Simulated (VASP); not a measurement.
Input of a VASP 6.6.1 run:

INCAR

```
PREC = Accurate
ENCUT = 520
EDIFF = 1E-6
ISMEAR = 0
SIGMA = 0.05
LREAL = False
LASPH = True
NELM = 60
ALGO = Normal
ISIF = 2
LWAVE = False
LCHARG = False
NBANDS = 20
```

Contents of KPOINTS:

```
regular mesh
0
Gamma
  12 12 2
```

POSCAR

```
WS2
1.0
    3.1835163552      0.0000000000      0.0000000000
   -1.5917581776      2.7570060369      0.0000000000
    0.0000000000      0.0000000000     15.5945316588
W S
1 2
Direct
    0.3333333333      0.6666666667      0.0000000000
    0.6666666667      0.3333333333      0.9079994900
    0.6666666667      0.3333333333      0.0920005100
```

Potentials or basis: VASP PAW LDA potentials, release 64 (W_sv, S).

Command:

```sh
$ cat potpaw_LDA.64/W_sv/POTCAR potpaw_LDA.64/S/POTCAR > POTCAR
$ mpirun -np 1 vasp_std > vasp.out
```

(1) What does it give for the band gap on the k mesh?

(2) What does it give for the largest force?

## Answers

(1) 0.75 eV, indirect (least direct gap 1.46 eV).

(2) 2.529 eV/Å.

Caveat: the cell differs from its parent crystal (strain +0.000 along x and y, -0.080 along z); spin-orbit coupling is left out, which moves the levels of the heavy elements.
